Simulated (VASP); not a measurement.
# Ti (P6_3/mmc) in VASP: notebook

Aim: see how the results for Ti move with the level of theory and the settings. Levels: PBE, HSE06. Tasks: single point.

All numbers are computed with VASP 6.6.1; they aren't measurements. Logs are shortened: lines on timing, memory, paths and dates and some standing lists are left out, and cuts for length are marked.

## (1) The cell of the first run

The structure is hexagonal, space group P6_3/mmc (No. 194). Conventional cell: a = 2.950 Å, b = 2.950 Å, c = 4.680 Å, α = 90.00°, β = 90.00°, γ = 120.00°. Ti (site symmetry -6m2) has 12 Ti at 2.89 to 2.95 Å within 3.8 Å.

## (2) Single point, PBE

INCAR reads:

```
SYSTEM = Ti
ALGO = Normal
EDIFF = 1E-6
ENCUT = 500
GGA = PE
GGA_COMPAT = .FALSE.
ISIF = 2
ISMEAR = -1
LASPH = .TRUE.
LCHARG = .FALSE.
LREAL = .FALSE.
LWAVE = .FALSE.
NBANDS = 19
NELM = 120
PREC = Accurate
SIGMA = 0.06
```

KPOINTS reads:

```
k-points
0
G
  6 6 4
  0 0 0
```

POSCAR reads:

```
Ti
1.0
    2.9500000000      0.0000000000      0.0000000000
   -1.4750000000      2.5547749412      0.0000000000
    0.0000000000      0.0000000000      4.6800000000
Ti
2
Direct
    0.6666666667      0.3333333333      0.7500000000
    0.3333333333      0.6666666667      0.2500000000
```

Potentials or basis: VASP PAW PBE potentials, release 64 (Ti_sv).

On the command line:

```
cat potpaw_PBE.64/Ti_sv/POTCAR > POTCAR
mpirun -np 1 vasp_std > vasp.out
```

OUTCAR:

```text
SYSTEM = Ti
   EDIFF = 1E-6
   ENCUT = 500
   GGA = PE
   ISIF = 2
   ISMEAR = -1
   LASPH = .TRUE.
   LREAL = .FALSE.
   NELM = 120
   PREC = Accurate

 ion  position               nearest neighbor table
   1  0.667  0.333  0.750-   2 2.89   2 2.89   2 2.89   2 2.89   2 2.89   2 2.89
   2  0.333  0.667  0.250-   1 2.89   1 2.89   1 2.89   1 2.89   1 2.89   1 2.89

  LATTYP: Found a hexagonal cell.
 ALAT       =     2.9500000000
 C/A-ratio  =     1.5864406780

  Lattice vectors:

 A1 = (   2.9500000000,   0.0000000000,   0.0000000000)
 A2 = (  -1.4750000000,   2.5547749412,   0.0000000000)
 A3 = (   0.0000000000,   0.0000000000,   4.6800000000)

Analysis of symmetry for initial positions (statically):
=====================================================================
 Subroutine PRICEL returns:
 Original cell was already a primitive cell.

 Routine SETGRP: Setting up the symmetry group for a
 hexagonal supercell.

 Subroutine GETGRP returns: Found 24 space group operations
 (whereof 12 operations were pure point group operations)
 out of a pool of 24 trial point group operations.

The static configuration has the point symmetry D_3d.
 The point group associated with its full space group is D_6h.

Analysis of symmetry for dynamics (positions and initial velocities):
=====================================================================
 Subroutine PRICEL returns:
 Original cell was already a primitive cell.

 Routine SETGRP: Setting up the symmetry group for a
 hexagonal supercell.

 Subroutine GETGRP returns: Found 24 space group operations
 (whereof 12 operations were pure point group operations)
 out of a pool of 24 trial point group operations.

The dynamic configuration has the point symmetry D_3d.
 The point group associated with its full space group is D_6h.

 Subroutine INISYM returns: Found 24 space group operations
 (whereof 12 operations are pure point group operations),
 and found     1 'primitive' translations

----------------------------------------------------------------------------------------

                                     Primitive cell

  volume of cell :      35.2712

  direct lattice vectors                    reciprocal lattice vectors
     2.950000000  0.000000000  0.000000000     0.338983051  0.195711956  0.000000000
    -1.475000000  2.554774941  0.000000000     0.000000000  0.391423911  0.000000000
     0.000000000  0.000000000  4.680000000     0.000000000  0.000000000  0.213675214

  length of vectors
     2.950000000  2.950000000  4.680000000     0.391423911  0.391423911  0.213675214

  position of ions in fractional coordinates (direct lattice)
     0.666666667  0.333333333  0.750000000
     0.333333333  0.666666667  0.250000000

  ion indices of the primitive-cell ions
   primitive index   ion index
                 1           1
                 2           2

----------------------------------------------------------------------------------------

 KPOINTS: k-points

Automatic generation of k-mesh.
 Grid dimensions read from file:
 generate k-points for:    6    6    4

 Generating k-lattice:

  Cartesian coordinates                     Fractional coordinates (reciprocal lattice)
     0.056497175  0.032618659  0.000000000     0.166666667 -0.000000000  0.000000000
     0.000000000  0.065237319  0.000000000     0.000000000  0.166666667  0.000000000
     0.000000000  0.000000000  0.053418803     0.000000000  0.000000000  0.250000000

  Length of vectors
     0.065237319  0.065237319  0.053418803

  Shift w.r.t. Gamma in fractional coordinates (k-lattice)
     0.000000000  0.000000000  0.000000000

 Subroutine IBZKPT returns following result:
 ===========================================

 Found     21 irreducible k-points:

 Following reciprocal coordinates:
            Coordinates               Weight
  0.000000  0.000000  0.000000      1.000000
  0.166667  0.000000  0.000000      6.000000
  0.333333 -0.000000  0.000000      6.000000
  0.500000  0.000000  0.000000      3.000000
  0.166667  0.166667  0.000000      6.000000
  0.333333  0.166667  0.000000     12.000000
[... 13 lines left out ...]
  0.333333  0.166667  0.500000     12.000000
  0.333333  0.333333  0.500000      2.000000
   k-points           NKPTS =     21   k-points in BZ     NKDIM =     21   number of bands    NBANDS=     19
   number of dos      NEDOS =    301   number of ions     NIONS =      2
   total plane-waves  NPLWV =  20736
   dimension x,y,z NGX =    24 NGY =   24 NGZ =   36
   dimension x,y,z NGXF=    48 NGYF=   48 NGZF=   72
   ions per type =               2
   NGX,Y,Z   is equivalent  to a cutoff of  13.53, 13.53, 12.79 a.u.
   NGXF,Y,Z  is equivalent  to a cutoff of  27.05, 27.05, 25.58 a.u.
 SYSTEM =  Ti
   PREC   = accura    normal or accurate (medium, high low for compatibility)
   ISTART =      0    job   : 0-new  1-cont  2-samecut
   ICHARG =      2    charge: 1-file 2-atom 10-const
   ISPIN  =      1    spin polarized calculation?
   LNONCOLLINEAR =      F non collinear calculations
   LSORBIT =      F    spin-orbit coupling
   LASPH  =      T    aspherical Exc in radial PAW
   ENCUT  =  500.0 eV  36.75 Ry    6.06 a.u.   5.38  5.38  8.53*2*pi/ulx,y,z
   NELM   =    120;   NELMIN=  2; NELMDL= -5     # of ELM steps
   EDIFF  = 0.1E-05   stopping-criterion for ELM
   LREAL  =      F    real-space projection
   EDIFFG = 0.1E-04   stopping-criterion for IOM
   NSW    =      0    number of steps for IOM
   IBRION =     -1    ionic relax: 0-MD 1-quasi-New 2-CG
   NFREE  =      0    steps in history (QN), initial steepest desc. (CG)
   ISIF   =      2    stress and relaxation
   ISYM   =      2    0-nonsym 1-usesym 2-fastsym
   POTIM  = 0.5000    time-step for ionic-motion
   TEBEG  =    0.0;   TEEND  =   0.0 temperature during run
   PSTRESS=    0.0 pullay stress
   NELECT =      24.0000    total number of electrons
   NUPDOWN=      -1.0000    fix difference up-down
   EMIN   =  10.00;   EMAX   =-10.00  energy-range for DOS
   EFERMI =   0.00;   METHOD = LEGACY
   ISMEAR =    -1;   SIGMA  =   0.06  broadening in eV -4-tet -1-fermi 0-gaus
   EFERMI_NEDOS =   21; number of points for ismear=-14 and -15
   IALGO  =     38    algorithm
   IMIX   =      4    mixing-type and parameters
     AMIX     =   0.40;   BMIX     =  1.00
     AMIX_MAG =   1.60;   BMIX_MAG =  1.00
  volume/ion in A,a.u.               =      17.64       119.01
  Fermi-wavevector in a.u.,A,eV,Ry     =   1.439920  2.721055 28.209912  2.073370
  Thomas-Fermi vector in A             =   2.558722
   LORBIT       =      0    0 simple, 1 ext, 2 COOP (PROOUT), +10 PAW based schemes
   GGA     = PE    functional components
   LHFCALC =     F    Hartree Fock is set to
   AEXX    =    0.0000 exact exchange contribution
   IVDW    =     0    specifies the selected vdW correction
   LEPSILON=     F    determine dielectric tensor
   LRPA    =     F    only Hartree local field effects (RPA)
 non-spin polarized calculation
  energy-cutoff  :      500.00
  volume of cell :       35.27
 maximum number of plane-waves:       929
 NGX is ok and might be reduce to    24
   NGX = 11   NGY = 11   NGZ = 17

 number of electron      24.0000002 magnetization

 Free energy of the ion-electron system (eV)
  ---------------------------------------------------
  ext. energy  EPLUGINS =         0.00000000
  ---------------------------------------------------
  free energy    TOTEN  =       -15.67098005 eV

  energy without entropy =      -15.63452805  energy(sigma->0) =      -15.65275405

 E-fermi :   8.2253     XC(G=0): -11.4249

 val. band max:        8.1969031980   @ k =   0.3333   0.3333   0.2500
 cond. band min:       8.2610570186   @ k =   0.0000   0.0000   0.5000
 fundamental gap:      0.0641538206
 Fermi energy:         8.2252960959

 k-point     1 :       0.0000    0.0000    0.0000
  band No.  band energies     occupation
      1     -48.7009      2.00000
      2     -48.5733      2.00000
      3     -25.2657      2.00000
      4     -24.6609      2.00000
      5     -24.6609      2.00000
      6     -24.5937      2.00000
[... 11 lines left out ...]
     18       9.7881      0.00000
     19      11.2777      0.00000

 k-point     2 :       0.1667    0.0000    0.0000
  band No.  band energies     occupation
      1     -48.6766      2.00000
      2     -48.5640      2.00000
      3     -25.2099      2.00000
      4     -24.7721      2.00000
      5     -24.6970      2.00000
      6     -24.6791      2.00000
[... 11 lines left out ...]
     18       9.8892      0.00000
     19      11.4484      0.00000

 k-point     3 :       0.3333   -0.0000    0.0000
  band No.  band energies     occupation
      1     -48.6234      2.00000
      2     -48.5500      2.00000
      3     -25.0748      2.00000
      4     -24.9981      2.00000
      5     -24.8936      2.00000
      6     -24.7644      2.00000
[... 11 lines left out ...]
     18      10.9566      0.00000
     19      11.6302      0.00000

 k-point     4 :       0.5000    0.0000    0.0000
  band No.  band energies     occupation
      1     -48.5905      2.00000
      2     -48.5490      2.00000
      3     -25.1118      2.00000
      4     -24.9958      2.00000
      5     -24.9750      2.00000
      6     -24.7967      2.00000
[... 11 lines left out ...]
     18      11.6825      0.00000
     19      12.4522      0.00000

 k-point     5 :       0.1667    0.1667    0.0000
  band No.  band energies     occupation
      1     -48.6376      2.00000
      2     -48.5526      2.00000
      3     -25.1134      2.00000
      4     -24.8902      2.00000
      5     -24.8798      2.00000
      6     -24.7292      2.00000
[... 11 lines left out ...]
     18      10.9103      0.00000
     19      11.5067      0.00000
[... 268 lines left out ...]
      2     -48.5697      2.00000
      3     -25.1713      2.00000
      4     -25.1713      2.00000
      5     -24.7467      2.00000
      6     -24.7467      2.00000
[... 11 lines left out ...]
     18      11.5923      0.00000
     19      11.8977      0.00000

 k-point    19 :       0.1667    0.1667    0.5000
  band No.  band energies     occupation
      1     -48.5952      2.00000
      2     -48.5952      2.00000
      3     -25.0317      2.00000
      4     -25.0317      2.00000
      5     -24.7504      2.00000
      6     -24.7504      2.00000
[... 11 lines left out ...]
     18      11.1715      0.00000
     19      11.4545      0.00000

 k-point    20 :       0.3333    0.1667    0.5000
  band No.  band energies     occupation
      1     -48.5697      2.00000
      2     -48.5697      2.00000
      3     -25.1229      2.00000
      4     -25.1229      2.00000
      5     -24.8202      2.00000
      6     -24.8202      2.00000
[... 11 lines left out ...]
     18      11.4640      0.00000
     19      12.6813      0.00000

 k-point    21 :       0.3333    0.3333    0.5000
  band No.  band energies     occupation
      1     -48.5612      2.00000
      2     -48.5612      2.00000
      3     -25.0910      2.00000
      4     -25.0910      2.00000
      5     -24.9191      2.00000
      6     -24.9191      2.00000
[... 11 lines left out ...]
     18      11.2790      0.00000
     19      14.8106      0.00000

------------------------ aborting loop because EDIFF is reached ----------------------------------------

  FORCE on cell =-STRESS in cart. coord.  units (eV):
  Direction    XX          YY          ZZ          XY          YZ          ZX
  --------------------------------------------------------------------------------------
  -------------------------------------------------------------------------------------
  Total       -0.4349030     -0.4349030     -0.2695734      0.0000000      0.0000000      0.0000000
  in kB      -19.7552451    -19.7552451    -12.2452345      0.0000000      0.0000000      0.0000000
  external PRESSURE =     -17.2519082 kB  Pullay stress =       0.0000000 kB

 VOLUME and BASIS-vectors are now :
 -----------------------------------------------------------------------------
  energy-cutoff  :      500.00
  volume of cell :       35.27
      direct lattice vectors                 reciprocal lattice vectors
     2.950000000  0.000000000  0.000000000     0.338983051  0.195711956  0.000000000
    -1.475000000  2.554774941  0.000000000     0.000000000  0.391423911  0.000000000
     0.000000000  0.000000000  4.680000000     0.000000000  0.000000000  0.213675214

 POSITION                                       TOTAL-FORCE (eV/Angst)
 -----------------------------------------------------------------------------------
      1.47500      0.85159      3.51000        -0.000000      0.000000      0.000000
     -0.00000      1.70318      1.17000         0.000000      0.000000      0.000000
 -----------------------------------------------------------------------------------
    total drift:                               -0.000000      0.000000     -0.000000

  FREE ENERGIE OF THE ION-ELECTRON SYSTEM (eV)
  ---------------------------------------------------
  free  energy   TOTEN  =       -15.6709800522 eV

  energy  without entropy=      -15.6345280507  energy(sigma->0) =      -15.65275405
```

Run time: 15 s. Hardware: 1 thread of Intel Xeon Platinum 8259CL at 2.50GHz (Skylake/Cascade Lake), shared host; peak memory 0.15 GiB.

Results:

* Free energy: -15.6710 eV
* Pressure: -1.7 GPa
* Band gap on the k mesh: zero (bands 12 and 13 overlap by 0.99 eV)

Caveat: the k points lie up to 0.41 Å⁻¹ apart, too coarse for converged energies and pressures of a metal.

## (3) Single point, HSE06

POSCAR is that of step 2.

INCAR.step1 reads:

```
SYSTEM = Ti
PREC = Accurate
ENCUT = 520
EDIFF = 1E-5
ISMEAR = -1
SIGMA = 0.05
LREAL = .FALSE.
LASPH = .TRUE.
NELM = 60
ALGO = Normal
ISIF = 2
LWAVE = .TRUE.
LCHARG = .FALSE.
NBANDS = 19
GGA = PE
```

INCAR.step2 reads:

```
SYSTEM = Ti
PREC = Accurate
ENCUT = 520
EDIFF = 1E-7
ISMEAR = -1
SIGMA = 0.05
LREAL = .FALSE.
LASPH = .TRUE.
NELM = 60
ALGO = Normal
ISIF = 2
LWAVE = .FALSE.
LCHARG = .FALSE.
GGA = PE
LHFCALC = .TRUE.
HFSCREEN = 0.2079
PRECFOCK = Normal
NBANDS = 19
ISTART = 1
```

KPOINTS reads:

```
regular mesh
0
G
  5 5 3
  0 0 0
```

Potentials or basis: VASP PAW PBE potentials, release 64 (Ti_sv).

On the command line:

```
cat potpaw_PBE.64/Ti_sv/POTCAR > POTCAR
cp INCAR.step1 INCAR
mpirun -np 1 vasp_std > vasp.out
cp INCAR.step2 INCAR
mpirun -np 1 vasp_std > vasp.out
```

Run time: 22 min. Hardware: 1 thread of Intel Xeon Platinum 8124M at 3.00GHz (Skylake/Cascade Lake), shared host; peak memory 0.26 GiB.

Results (log left out):

```yaml
Free_energy: -18.8918 eV
Pressure: -4.1 GPa
Band_gap_on_the_k_mesh: zero (bands 12 and 13 overlap by 1.04 eV)
```

Stress tensor (GPa, compression positive):
```
-2.71  0.00  0.00
 0.00 -2.71  0.00
 0.00  0.00 -6.96
```

Levels at points of the mesh, in eV from the Fermi level:
```
           k point  band 9  band 10  band 11  band 12  band 13  band 14  band 15  band 16
(0.00, 0.00, 0.00)   -7.60    -3.39     0.19     1.03     1.03     1.28     1.73     1.73
```

Caveat: the k points lie up to 0.49 Å⁻¹ apart, too coarse for converged energies and pressures of a metal; the PAW data sets were made with another functional, which shifts forces and pressure a little.

## (4) Single point, HSE06

This run uses another cell than the first one, of 17.99 Å³/atom.

POSCAR reads:

```
Ti
1.0
    2.9695369932      0.0000000000      0.0000000000
   -1.4847684966      2.5716944736      0.0000000000
    0.0000000000      0.0000000000      4.7109942807
Ti
2
Direct
    0.6666666667      0.3333333333      0.7500000000
    0.3333333333      0.6666666667      0.2500000000
```

INCAR.step1 reads:

```
ALGO = Normal ; EDIFF = 1E-5
ENCUT = 520 ; GGA = PE
ISIF = 2 ; ISMEAR = -1
LASPH = T ; LCHARG = F
LREAL = F ; LWAVE = T
NBANDS = 19 ; NELM = 100
PREC = Accurate ; SIGMA = 0.05
```

INCAR.step2 reads:

```
ALGO = Normal ; EDIFF = 1E-7
ENCUT = 520 ; GGA = PE
HFSCREEN = 0.2079 ; ISIF = 2
ISMEAR = -1 ; ISTART = 1
LASPH = T ; LCHARG = F
LHFCALC = T ; LREAL = F
LWAVE = F ; NBANDS = 19
NELM = 100 ; PREC = Accurate
PRECFOCK = Normal ; SIGMA = 0.05
```

KPOINTS reads:

```
k-points
0
Gamma
  5 5 3
```

On the command line:

```
cat potpaw_PBE.64/Ti_sv/POTCAR > POTCAR
cp INCAR.step1 INCAR
mpirun -np 1 vasp_std > vasp.out
cp INCAR.step2 INCAR
mpirun -np 1 vasp_std > vasp.out
```

Run time: 22 min. Hardware: 1 thread of Intel Xeon Platinum 8124M at 3.00GHz (Skylake/Cascade Lake), shared host; peak memory 0.26 GiB.

Results (log left out):

- Free energy: -18.8693 eV
- Pressure: -6.2 GPa
- Band gap on the k mesh: zero (bands 12 and 13 overlap by 1.02 eV)

Stress tensor (GPa, compression positive):
```
-4.90  0.00  0.00
 0.00 -4.90  0.00
 0.00  0.00 -8.95
```

Levels at points of the mesh, in eV from the Fermi level:
```
           k point  band 9  band 10  band 11  band 12  band 13  band 14  band 15  band 16
(0.00, 0.00, 0.00)   -7.55    -3.35     0.12     1.01     1.01     1.24     1.69     1.69
```

Caveat: the k points lie up to 0.49 Å⁻¹ apart, too coarse for converged energies and pressures of a metal; the PAW data sets were made with another functional, which shifts forces and pressure a little.

[end of part 1 of 2]
